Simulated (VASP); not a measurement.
**HfO2: single point with r2SCAN**

HfO2:

```
Hf O
1.0
     0.00000    2.52916    2.52916
     2.52916    0.00000    2.52916
     2.52916    2.52916    0.00000
Hf O
1 2
Cartesian
  0.0000 0.0000 0.0000
  1.2646 1.3521 1.2646
  3.7937 3.8812 3.7937
```

This cell differs from its parent crystal: all O atoms moved +0.087 Å, as atom 2 along Cartesian [0 1 0].

```yaml
Program: VASP 6.6.1
Task: single point
Functional: r2SCAN
Potentials_or_basis: VASP PAW PBE potentials, release 64 (Hf_pv, O)
Cutoff: 520 eV
k_mesh: 8 × 8 × 8
Occupations: gaussian, width 0.05 eV
Spin: no spin polarisation
```

| Quantity | Value |
| --- | --- |
| Pressure | -3.0 GPa |
| Largest force | 0.483 eV/Å |
| Band gap on the k mesh | 4.31 eV, direct |

Forces on the atoms (eV/Å):
```
Hf   0.000  0.483  0.000
O    0.000 -0.242  0.000
O    0.000 -0.242  0.000
```

Levels at points of the mesh, in eV from the valence-band top:
| k point | band 8 | band 9 | band 10 | band 11 | band 12 | band 13 | band 14 | band 15 |
| --- | --- | --- | --- | --- | --- | --- | --- | --- |
| (0.00, 0.00, 0.00) | -5.49 | -0.77 | -0.68 | -0.68 | 4.40 | 4.57 | 6.48 | 10.98 |
| (0.50, 0.00, 0.00) | -3.12 | -2.82 | -1.95 | -1.95 | 5.12 | 5.15 | 7.46 | 9.70 |
| (0.50, 0.50, 0.00) | -3.63 | -1.69 | -1.55 | 0.00 | 4.31 | 6.02 | 7.20 | 8.56 |
| (0.50, 0.00, 0.50) | -3.64 | -1.58 | -1.58 | -0.06 | 4.32 | 6.03 | 7.33 | 8.73 |

Wall time 95 s on 1 thread of Intel(R) Xeon(R) Platinum 8488C (Sapphire Rapids), on a shared host, peak memory 0.19 GiB.

Caveat: the cell differs from its parent crystal (all O atoms moved +0.087 Å, as atom 2 along Cartesian [0 1 0]); the PAW data sets were made with another functional, which shifts forces and pressure a little; spin-orbit coupling is left out, which moves the levels of the heavy elements. A k mesh can miss the band edges.
